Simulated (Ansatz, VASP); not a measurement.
FePt: VASP beside Ansatz

```xyz
2
Lattice="2.6867 0.0000 0.0000 0.0000 2.6867 0.0000 0.0000 0.0000 3.6697" Properties=species:S:1:pos:R:3 pbc="T T T"
Pt    1.3433    1.3433    1.8349
Fe    0.0000    0.0000    0.0000
```

Change from the starting cell: volume scaled by 0.96.

Alike in both runs: task single point; functional PBEsol; k mesh 10 × 10 × 7; occupations fermi-dirac, width 0.05 eV; collinear spin.

|  | VASP | Ansatz |
| --- | --- | --- |
| version | VASP 6.6.1 | Ansatz 0.2.0 |
| potentials or method | VASP PAW PBE potentials, release 64 (Pt, Fe), cutoff 520 eV | all-electron LAPW, scalar-relativistic |

VASP gave:

| Property | Result |
| --- | --- |
| gap on the k mesh at the Fermi level (eV) | none |
| pressure (GPa) | 2.9 |
| traceless stress, the component that is largest in VASP (GPa) | 0.63 |
| net moment per atom (μB) | 1.61 |
| size of the moment on the site where the two differ most (μB) | 2.84 |

Question: What did Ansatz give for the same quantities?

Answer: gap on the k mesh at the Fermi level (eV): none; pressure (GPa): 3.2; traceless stress, the component that is largest in VASP (GPa): 0.58; net moment per atom (μB): 1.61; size of the moment on the site where the two differ most (μB): 2.89.

VASP's potentials were made for PBE, not for PBEsol. Site moments also hang on the region over which each program counts them. A gap of «none» marks a metal or a gap that the smearing closes. Ansatz ran all-electron here, and VASP with PAW potentials.

Neither program's run includes spin-orbit coupling.
